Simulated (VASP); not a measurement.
Set up this calculation in VASP 6.6.1, as the native input.

```yaml
Task: single point
Functional: r2SCAN
Potentials_or_basis: VASP PAW PBE potentials, release 64 (Be, S)
Cutoff: 520 eV
k_mesh: 10 × 10 × 10
Occupations: gaussian, width 0.01 eV
Spin: no spin polarisation
Dipole_correction: no
Further_INCAR_settings: ALGO = Normal; EDIFF = 1e-06; NBANDS = 11
```

BeS:

```
Be S
1.0
     0.00000    2.38026    2.43431
     2.38026    0.00000    2.43431
     2.38026    2.38026    0.00000
Be S
1 1
Direct
  0.00000 0.00000 0.00000
  0.25000 0.25000 0.25000
```

This cell differs from its parent crystal: biaxial xy strain -2.2%.

These files were run (other wordings do the same):

POSCAR

```
BeS
1.0
    0.0000000000      2.3802646320      2.4343062304
    2.3802646320      0.0000000000      2.4343062304
    2.3802646320      2.3802646320      0.0000000000
Be S
1 1
Direct
    0.0000000000      0.0000000000      0.0000000000
    0.2500000000      0.2500000000      0.2500000000
```

INCAR.step1

```
SYSTEM = BeS
PREC = Accurate
ENCUT = 520
ISMEAR = 0
SIGMA = 0.01
LREAL = .False.
LASPH = .True.
NELM = 80
NBANDS = 11
GGA = PE
ALGO = Normal
EDIFF = 1E-4
LWAVE = .True.
LCHARG = .False.
```

INCAR.step2

```
SYSTEM = BeS
PREC = Accurate
ENCUT = 520
EDIFF = 1E-6
ISMEAR = 0
SIGMA = 0.01
LREAL = .False.
LASPH = .True.
NELM = 80
ALGO = Normal
ISIF = 2
LWAVE = .False.
LCHARG = .False.
METAGGA = R2SCAN
LMIXTAU = .True.
NBANDS = 11
ISTART = 1
```

KPOINTS

```
regular mesh
0
Gamma
  10 10 10
  0 0 0
```

Potentials or basis: VASP PAW PBE potentials, release 64 (Be, S).

The run is started by

```sh
$ cat potpaw_PBE.64/Be/POTCAR potpaw_PBE.64/S/POTCAR > POTCAR
$ cp INCAR.step1 INCAR
$ mpirun -np 1 vasp_std > vasp.out
$ cp INCAR.step2 INCAR
$ mpirun -np 1 vasp_std > vasp.out
```

It gave:

The pressure is 5.1 GPa and the band gap on the k mesh is 3.39 eV, indirect (least direct gap 6.19 eV).

Caveat: the cell differs from its parent crystal (biaxial xy strain -2.2%); the PAW data sets were made with another functional, which shifts forces and pressure a little.

Run time: 110 s on 1 thread of Intel(R) Xeon(R) Platinum 8375C CPU @ 2.90GHz (Ice Lake), on a shared host, peak memory 0.17 GiB.
